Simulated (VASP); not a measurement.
# Ga (P6_3/mmc) in VASP: notebook, part 2 of 2

VASP 6.6.1. The steps go on from the part before.

### Step 5. Single point, RPBE (19.04 Å³/atom)

This run uses another cell than the first one, of 19.04 Å³/atom.

File INCAR:

```
SYSTEM = Ga
  PREC = Accurate
  ENCUT = 520
  EDIFF = 1E-6
  ISMEAR = -1
  SIGMA = 0.1
  LREAL = .False.
  LASPH = .True.
  NELM = 80
  ALGO = Normal
  ISIF = 2
  LWAVE = .False.
  LCHARG = .True.
  GGA = RP
  LELF = .True.
  LVHAR = .True.
  NBANDS = 20
```

File KPOINTS:

```
Automatic mesh
0
Gamma
  13 13 8
  0 0 0
```

File POSCAR:

```
Ga
1.0
    3.0320817635      0.0000000000      0.0000000000
   -1.5160408818      2.6258598335      0.0000000000
    0.0000000000      0.0000000000      4.7824440555
Ga
2
Direct
    0.3333333333      0.6666666667      0.2500000000
    0.6666666667      0.3333333333      0.7500000000
```

Potentials or basis: VASP PAW PBE potentials, release 64 (Ga_d).

Started as:

```sh
cat potpaw_PBE.64/Ga_d/POTCAR > POTCAR
mpirun -np 1 vasp_std > vasp.out
```

OUTCAR:

```text
SYSTEM = Ga
   PREC = Accurate
   ENCUT = 520
   EDIFF = 1E-6
   ISMEAR = -1
   LREAL = .False.
   LASPH = .True.
   NELM = 80
   ISIF = 2
   GGA = RP

 ion  position               nearest neighbor table
   1  0.333  0.667  0.250-
   2  0.667  0.333  0.750-

  LATTYP: Found a hexagonal cell.
 ALAT       =     3.0320817635
 C/A-ratio  =     1.5772807030

  Lattice vectors:

 A1 = (   3.0320817635,   0.0000000000,   0.0000000000)
 A2 = (  -1.5160408818,   2.6258598335,   0.0000000000)
 A3 = (   0.0000000000,   0.0000000000,   4.7824440555)

Analysis of symmetry for initial positions (statically):
=====================================================================
 Subroutine PRICEL returns:
 Original cell was already a primitive cell.

 Routine SETGRP: Setting up the symmetry group for a
 hexagonal supercell.

 Subroutine GETGRP returns: Found 24 space group operations
 (whereof 12 operations were pure point group operations)
 out of a pool of 24 trial point group operations.

The static configuration has the point symmetry D_3d.
 The point group associated with its full space group is D_6h.

Analysis of symmetry for dynamics (positions and initial velocities):
=====================================================================
 Subroutine PRICEL returns:
 Original cell was already a primitive cell.

 Routine SETGRP: Setting up the symmetry group for a
 hexagonal supercell.

 Subroutine GETGRP returns: Found 24 space group operations
 (whereof 12 operations were pure point group operations)
 out of a pool of 24 trial point group operations.

The dynamic configuration has the point symmetry D_3d.
 The point group associated with its full space group is D_6h.

 Subroutine INISYM returns: Found 24 space group operations
 (whereof 12 operations are pure point group operations),
 and found     1 'primitive' translations

----------------------------------------------------------------------------------------

                                     Primitive cell

  volume of cell :      38.0770

  direct lattice vectors                    reciprocal lattice vectors
     3.032081763  0.000000000  0.000000000     0.329806410  0.190413819  0.000000000
    -1.516040882  2.625859833  0.000000000     0.000000000  0.380827639  0.000000000
     0.000000000  0.000000000  4.782444056     0.000000000  0.000000000  0.209098107

  length of vectors
     3.032081763  3.032081763  4.782444056     0.380827639  0.380827639  0.209098107

  position of ions in fractional coordinates (direct lattice)
     0.333333333  0.666666667  0.250000000
     0.666666667  0.333333333  0.750000000

  ion indices of the primitive-cell ions
   primitive index   ion index
                 1           1
                 2           2

----------------------------------------------------------------------------------------

 KPOINTS: Automatic mesh

Automatic generation of k-mesh.
 Grid dimensions read from file:
 generate k-points for:   13   13    8

 Generating k-lattice:

  Cartesian coordinates                     Fractional coordinates (reciprocal lattice)
     0.025369724  0.014647217  0.000000000     0.076923077  0.000000000  0.000000000
     0.000000000  0.029294434  0.000000000     0.000000000  0.076923077  0.000000000
     0.000000000  0.000000000  0.026137263     0.000000000  0.000000000  0.125000000

  Length of vectors
     0.029294434  0.029294434  0.026137263

  Shift w.r.t. Gamma in fractional coordinates (k-lattice)
     0.000000000  0.000000000  0.000000000

 Subroutine IBZKPT returns following result:
 ===========================================

 Found    105 irreducible k-points:

 Following reciprocal coordinates:
            Coordinates               Weight
  0.000000  0.000000  0.000000      1.000000
  0.076923  0.000000  0.000000      6.000000
  0.153846  0.000000  0.000000      6.000000
  0.230769  0.000000  0.000000      6.000000
  0.307692  0.000000  0.000000      6.000000
  0.384615  0.000000  0.000000      6.000000
[... 16 lines left out ...]
  0.076923  0.000000  0.125000     12.000000
  0.153846  0.000000  0.125000     12.000000
 [... further k-points ...]
   k-points           NKPTS =    105   k-points in BZ     NKDIM =    105   number of bands    NBANDS=     20
   number of dos      NEDOS =    301   number of ions     NIONS =      2
   total plane-waves  NPLWV =  20736
   dimension x,y,z NGX =    24 NGY =   24 NGZ =   36
   dimension x,y,z NGXF=    48 NGYF=   48 NGZF=   72
   ions per type =               2
   NGX,Y,Z   is equivalent  to a cutoff of  13.16, 13.16, 12.51 a.u.
   NGXF,Y,Z  is equivalent  to a cutoff of  26.32, 26.32, 25.03 a.u.
 SYSTEM =  Ga
   PREC   = accura    normal or accurate (medium, high low for compatibility)
   ISTART =      0    job   : 0-new  1-cont  2-samecut
   ICHARG =      2    charge: 1-file 2-atom 10-const
   ISPIN  =      1    spin polarized calculation?
   LNONCOLLINEAR =      F non collinear calculations
   LSORBIT =      F    spin-orbit coupling
   LASPH  =      T    aspherical Exc in radial PAW
   ENCUT  =  520.0 eV  38.22 Ry    6.18 a.u.   5.64  5.64  8.89*2*pi/ulx,y,z
   NELM   =     80;   NELMIN=  2; NELMDL= -5     # of ELM steps
   EDIFF  = 0.1E-05   stopping-criterion for ELM
   LREAL  =      F    real-space projection
   EDIFFG = 0.1E-04   stopping-criterion for IOM
   NSW    =      0    number of steps for IOM
   IBRION =     -1    ionic relax: 0-MD 1-quasi-New 2-CG
   NFREE  =      0    steps in history (QN), initial steepest desc. (CG)
   ISIF   =      2    stress and relaxation
   ISYM   =      2    0-nonsym 1-usesym 2-fastsym
   POTIM  = 0.5000    time-step for ionic-motion
   TEBEG  =    0.0;   TEEND  =   0.0 temperature during run
   PSTRESS=    0.0 pullay stress
   NELECT =      26.0000    total number of electrons
   NUPDOWN=      -1.0000    fix difference up-down
   EMIN   =  10.00;   EMAX   =-10.00  energy-range for DOS
   EFERMI =   0.00;   METHOD = LEGACY
   ISMEAR =    -1;   SIGMA  =   0.10  broadening in eV -4-tet -1-fermi 0-gaus
   EFERMI_NEDOS =   21; number of points for ismear=-14 and -15
   IALGO  =     38    algorithm
   IMIX   =      4    mixing-type and parameters
     AMIX     =   0.40;   BMIX     =  1.00
     AMIX_MAG =   1.60;   BMIX_MAG =  1.00
  volume/ion in A,a.u.               =      19.04       128.48
  Fermi-wavevector in a.u.,A,eV,Ry     =   1.441601  2.724231 28.275822  2.078214
  Thomas-Fermi vector in A             =   2.560215
   LORBIT       =      0    0 simple, 1 ext, 2 COOP (PROOUT), +10 PAW based schemes
   GGA     = RP    functional components
   LHFCALC =     F    Hartree Fock is set to
   AEXX    =    0.0000 exact exchange contribution
   IVDW    =     0    specifies the selected vdW correction
   LEPSILON=     F    determine dielectric tensor
   LRPA    =     F    only Hartree local field effects (RPA)
 non-spin polarized calculation
  energy-cutoff  :      520.00
  volume of cell :       38.08
 maximum number of plane-waves:      1061
 NGX is ok and might be reduce to    24
   NGX = 11   NGY = 11   NGZ = 17

 number of electron      25.9999989 magnetization

 Free energy of the ion-electron system (eV)
  ---------------------------------------------------
  ext. energy  EPLUGINS =         0.00000000
  ---------------------------------------------------
  free energy    TOTEN  =        -5.05959460 eV

  energy without entropy =       -5.03632207  energy(sigma->0) =       -5.04795834

 E-fermi :   5.6371     XC(G=0): -10.8446

 val. band max:        5.6244838213   @ k =   0.4615   0.0000   0.0000
 cond. band min:       5.6716552886   @ k =   0.0769   0.0769   0.2500
 fundamental gap:      0.0471714673
 Fermi energy:         5.6371019119

 k-point     1 :       0.0000    0.0000    0.0000
  band No.  band energies     occupation
      1      -9.3846      2.00000
      2      -9.2969      2.00000
      3      -9.2969      2.00000
      4      -9.2944      2.00000
      5      -9.2728      2.00000
      6      -9.2728      2.00000
[... 12 lines left out ...]
     19      18.8395      0.00000
     20      19.3303      0.00000
[... 507 lines left out ...]
 k-point    24 :       0.1538    0.0000    0.1250
  band No.  band energies     occupation
      1      -9.3723      2.00000
      2      -9.3182      2.00000
      3      -9.2905      2.00000
      4      -9.2810      2.00000
      5      -9.2771      2.00000
      6      -9.2406      2.00000
[... 12 lines left out ...]
     19      17.6108      0.00000
     20      20.1867      0.00000

 [... further k-points ...]

------------------------ aborting loop because EDIFF is reached ----------------------------------------

  FORCE on cell =-STRESS in cart. coord.  units (eV):
  Direction    XX          YY          ZZ          XY          YZ          ZX
  --------------------------------------------------------------------------------------
  -------------------------------------------------------------------------------------
  Total        0.4984387      0.4984387      0.4515008     -0.0000000      0.0000000      0.0000000
  in kB       20.9729731     20.9729731     18.9979501     -0.0000000      0.0000000      0.0000000
  external PRESSURE =      20.3146321 kB  Pullay stress =       0.0000000 kB

 VOLUME and BASIS-vectors are now :
 -----------------------------------------------------------------------------
  energy-cutoff  :      520.00
  volume of cell :       38.08
      direct lattice vectors                 reciprocal lattice vectors
     3.032081763  0.000000000  0.000000000     0.329806410  0.190413819  0.000000000
    -1.516040882  2.625859833  0.000000000     0.000000000  0.380827639  0.000000000
     0.000000000  0.000000000  4.782444056     0.000000000  0.000000000  0.209098107

 POSITION                                       TOTAL-FORCE (eV/Angst)
 -----------------------------------------------------------------------------------
     -0.00000      1.75057      1.19561         0.000000     -0.000000      0.000000
      1.51604      0.87529      3.58683        -0.000000      0.000000     -0.000000
 -----------------------------------------------------------------------------------
    total drift:                               -0.000000      0.000000      0.000000

  FREE ENERGIE OF THE ION-ELECTRON SYSTEM (eV)
  ---------------------------------------------------
  free  energy   TOTEN  =        -5.0595946036 eV

  energy  without entropy=       -5.0363220721  energy(sigma->0) =       -5.04795834
```

OSZICAR:

```text
N       E                     dE             d eps       ncg     rms          rms(c)
DAV:   1     0.133563203892E+03    0.13356E+03   -0.13402E+04  4416   0.246E+03
DAV:   2     0.620328185288E+01   -0.12736E+03   -0.12407E+03  4296   0.387E+02
DAV:   3    -0.493972314132E+01   -0.11143E+02   -0.11086E+02  4792   0.936E+01
DAV:   4    -0.510088681041E+01   -0.16116E+00   -0.16108E+00  4768   0.124E+01
DAV:   5    -0.510358970821E+01   -0.27029E-02   -0.27028E-02  4844   0.160E+00    0.114E+00
DAV:   6    -0.506941570743E+01    0.34174E-01   -0.58477E-02  5632   0.391E+00    0.609E-01
DAV:   7    -0.506048695570E+01    0.89288E-02   -0.14352E-02  6224   0.166E+00    0.157E-01
DAV:   8    -0.505957866683E+01    0.90829E-03   -0.14938E-03  4728   0.560E-01    0.113E-02
DAV:   9    -0.505959230143E+01   -0.13635E-04   -0.46416E-05  5532   0.669E-02    0.553E-03
DAV:  10    -0.505959477424E+01   -0.24728E-05   -0.28030E-06  3900   0.199E-02    0.460E-04
DAV:  11    -0.505959460365E+01    0.17060E-06   -0.17467E-07  2616   0.565E-03
   1 F= -.50595946E+01 E0= -.50479583E+01  d E =-.232725E-01
```

It took 81 s on 1 thread of Intel Xeon 8259CL, shared host; peak memory 0.2 GiB.

What came out:

```yaml
Free_energy: -5.0596 eV
Pressure: 2.0 GPa
Band_gap_on_the_k_mesh: zero (bands 13 and 14 overlap by 7.68 eV)
```

Caveat: the PAW data sets were made with another functional, which shifts forces and pressure a little.

### Step 6. Single point, RPBE (19.83 Å³/atom)

File INCAR:

```
ALGO = Normal ; EDIFF = 1E-6
ENCUT = 520 ; GGA = RP
ISIF = 2 ; ISMEAR = -1
LASPH = T ; LCHARG = F
LREAL = F ; LWAVE = F
NBANDS = 20 ; NELM = 80
PREC = Accurate ; SIGMA = 0.1
```

File KPOINTS:

```
k-points
0
Gamma
  13 13 8
```

File POSCAR:

```
Ga
1.0
    3.0736222921      0.0000000000      0.0000000000
   -1.5368111461      2.6618349866      0.0000000000
    0.0000000000      0.0000000000      4.8479651296
Ga
2
Direct
    0.3333333333      0.6666666667      0.2500000000
    0.6666666667      0.3333333333      0.7500000000
```

Potentials or basis: VASP PAW PBE potentials, release 64 (Ga_d).

Started as:

```sh
cat potpaw_PBE.64/Ga_d/POTCAR > POTCAR
mpirun -np 1 vasp_std > vasp.out
```

OUTCAR:

```text
EDIFF = 1E-6
   ENCUT = 520
   GGA = RP
   ISIF = 2
   ISMEAR = -1
   LASPH = T
   LREAL = F
   NELM = 80
   PREC = Accurate

 ion  position               nearest neighbor table
   1  0.333  0.667  0.250-
   2  0.667  0.333  0.750-

  LATTYP: Found a hexagonal cell.
 ALAT       =     3.0736222921
 C/A-ratio  =     1.5772807030

  Lattice vectors:

 A1 = (   3.0736222921,   0.0000000000,   0.0000000000)
 A2 = (  -1.5368111461,   2.6618349866,   0.0000000000)
 A3 = (   0.0000000000,   0.0000000000,   4.8479651296)

Analysis of symmetry for initial positions (statically):
=====================================================================
 Subroutine PRICEL returns:
 Original cell was already a primitive cell.

 Routine SETGRP: Setting up the symmetry group for a
 hexagonal supercell.

 Subroutine GETGRP returns: Found 24 space group operations
 (whereof 12 operations were pure point group operations)
 out of a pool of 24 trial point group operations.
[... 159 lines left out ...]
  ext. energy  EPLUGINS =         0.00000000
  ---------------------------------------------------
  free energy    TOTEN  =        -5.06999573 eV

  energy without entropy =       -5.04583515  energy(sigma->0) =       -5.05791544

 E-fermi :   5.2638     XC(G=0): -10.6445

 val. band max:        5.1893370722   @ k =   0.3077   0.0000   0.0000
 cond. band min:       5.2901524047   @ k =   0.0769   0.0769   0.2500
 fundamental gap:      0.1008153325
 Fermi energy:         5.2638085245

 k-point     1 :       0.0000    0.0000    0.0000
  band No.  band energies     occupation
      1      -9.7100      2.00000
      2      -9.6357      2.00000
      3      -9.6357      2.00000
      4      -9.6339      2.00000
      5      -9.6143      2.00000
      6      -9.6143      2.00000
[... 541 lines left out ...]
     19      16.9087      0.00000
     20      19.4998      0.00000

 [... further k-points ...]

------------------------ aborting loop because EDIFF is reached ----------------------------------------

  FORCE on cell =-STRESS in cart. coord.  units (eV):
  Direction    XX          YY          ZZ          XY          YZ          ZX
  --------------------------------------------------------------------------------------
  -------------------------------------------------------------------------------------
  Total        0.0521019      0.0521019     -0.0076798     -0.0000000      0.0000000      0.0000000
  in kB        2.1046158      2.1046158     -0.3102209     -0.0000000      0.0000000      0.0000000
  external PRESSURE =       1.2996702 kB  Pullay stress =       0.0000000 kB

 VOLUME and BASIS-vectors are now :
 -----------------------------------------------------------------------------
  energy-cutoff  :      520.00
  volume of cell :       39.66
      direct lattice vectors                 reciprocal lattice vectors
     3.073622292  0.000000000  0.000000000     0.325349020  0.187840344  0.000000000
    -1.536811146  2.661834987  0.000000000     0.000000000  0.375680688  0.000000000
     0.000000000  0.000000000  4.847965130     0.000000000  0.000000000  0.206272111

 POSITION                                       TOTAL-FORCE (eV/Angst)
 -----------------------------------------------------------------------------------
     -0.00000      1.77456      1.21199        -0.000000      0.000000      0.000000
      1.53681      0.88728      3.63597         0.000000     -0.000000      0.000000
 -----------------------------------------------------------------------------------
    total drift:                               -0.000000      0.000000     -0.000000

  FREE ENERGIE OF THE ION-ELECTRON SYSTEM (eV)
  ---------------------------------------------------
  free  energy   TOTEN  =        -5.0699957321 eV

  energy  without entropy=       -5.0458351486  energy(sigma->0) =       -5.05791544
```

OSZICAR:

```text
N       E                     dE             d eps       ncg     rms          rms(c)
DAV:   1     0.132877171263E+03    0.13288E+03   -0.13259E+04  4420   0.240E+03
DAV:   2     0.631931257674E+01   -0.12656E+03   -0.12351E+03  4304   0.384E+02
DAV:   3    -0.493943009157E+01   -0.11259E+02   -0.11197E+02  4748   0.937E+01
DAV:   4    -0.510722857466E+01   -0.16780E+00   -0.16739E+00  4860   0.126E+01
DAV:   5    -0.511008320138E+01   -0.28546E-02   -0.28545E-02  4932   0.163E+00    0.108E+00
DAV:   6    -0.507885827569E+01    0.31225E-01   -0.54760E-02  5576   0.368E+00    0.586E-01
DAV:   7    -0.507077462441E+01    0.80837E-02   -0.13746E-02  6164   0.158E+00    0.153E-01
DAV:   8    -0.506997834074E+01    0.79628E-03   -0.14575E-03  4680   0.546E-01    0.116E-02
DAV:   9    -0.506999349277E+01   -0.15152E-04   -0.46039E-05  5656   0.665E-02    0.565E-03
DAV:  10    -0.506999592859E+01   -0.24358E-05   -0.25835E-06  3872   0.187E-02    0.457E-04
DAV:  11    -0.506999573210E+01    0.19649E-06   -0.15739E-07  2628   0.525E-03
   1 F= -.50699957E+01 E0= -.50579154E+01  d E =-.241606E-01
```

Wall time 84 s (1 thread of Intel Xeon 8259CL, shared host); peak memory 0.2 GiB.

What came out:

| Item | Value |
| --- | --- |
| Free energy | -5.0700 eV |
| Pressure | 0.1 GPa |
| Band gap on the k mesh | zero (bands 13 and 14 overlap by 7.35 eV) |

Stress tensor (GPa, compression positive):
```
 0.21  0.00  0.00
 0.00  0.21  0.00
 0.00  0.00 -0.03
```

Levels at points of the mesh, in eV from the Fermi level:
```tsv
k point	band 10	band 11	band 12	band 13	band 14	band 15	band 16	band 17
(0.00, 0.00, 0.00)	-14.73	-10.69	-4.49	-3.62	8.80	8.80	10.79	10.79
(0.00, 0.00, 0.50)	-14.77	-9.05	-9.05	4.06	4.06	10.01	10.01	10.01
```

Caveat: the PAW data sets were made with another functional, which shifts forces and pressure a little.

### Step 7. Overview

```csv
cell,k mesh,gap on the mesh (eV),pressure (GPa)
"a = 3.074, b = 3.074, c = 4.848 Å, angles 90.0, 90.0, 120.0°, 2 atoms",12 × 12 × 7,none,0.1
"a = 2.945, b = 2.945, c = 4.646 Å, angles 90.0, 90.0, 120.0°, 2 atoms",13 × 13 × 8,none,7.6
"a = 2.989, b = 2.989, c = 4.715 Å, angles 90.0, 90.0, 120.0°, 2 atoms",13 × 13 × 8,none,4.5
"a = 3.032, b = 3.032, c = 4.782 Å, angles 90.0, 90.0, 120.0°, 2 atoms",13 × 13 × 8,none,2.0
"a = 3.074, b = 3.074, c = 4.848 Å, angles 90.0, 90.0, 120.0°, 2 atoms",13 × 13 × 8,none,0.1
```

Alike in all rows: task single point; level RPBE; potentials or basis VASP PAW PBE potentials, release 64 (Ga_d); no spin polarisation; cutoff (eV) 520; smearing fermi-dirac 0.1 eV.

Caveats: the PAW data sets were made with another functional, which shifts forces and pressure a little; the cell stands under pressure (at least some runs).

Absolute energies hang on the potentials; compare differences alone.
